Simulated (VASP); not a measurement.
The system is Ru.

```
Ru
1.0
     2.70783    0.00000    0.00000
    -1.35391    2.34505    0.00000
     0.00000    0.00000    4.26810
Ru
2
Direct
  0.33333 0.66667 0.25000
  0.66667 0.33333 0.75000
```

Base run:

```yaml
Program: VASP 6.6.1
Functional: PBE
Potentials_or_basis: VASP PAW PBE potentials, release 64 (Ru_pv)
Cutoff: 520 eV
k_mesh: 14 × 14 × 8
Occupations: fermi-dirac, width 0.05 eV
Spin: no spin polarisation
```

Its results: band gap on the k mesh zero (bands 14 and 15 overlap by 3.15 eV); pressure 5.1 GPa.

The run is repeated on the same cell with these changes: functional from PBE to PBEsol. What comes out?

Band gap on the k mesh zero (bands 14 and 15 overlap by 3.17 eV); pressure -5.7 GPa.

PBEsol binds more tightly than PBE, so the same cell stands under less pressure.

Caveats: the cell stands under pressure (at least some runs); the cell stands under tension (at least some runs); the PAW data sets were made with another functional, which shifts forces and pressure a little (at least some runs).
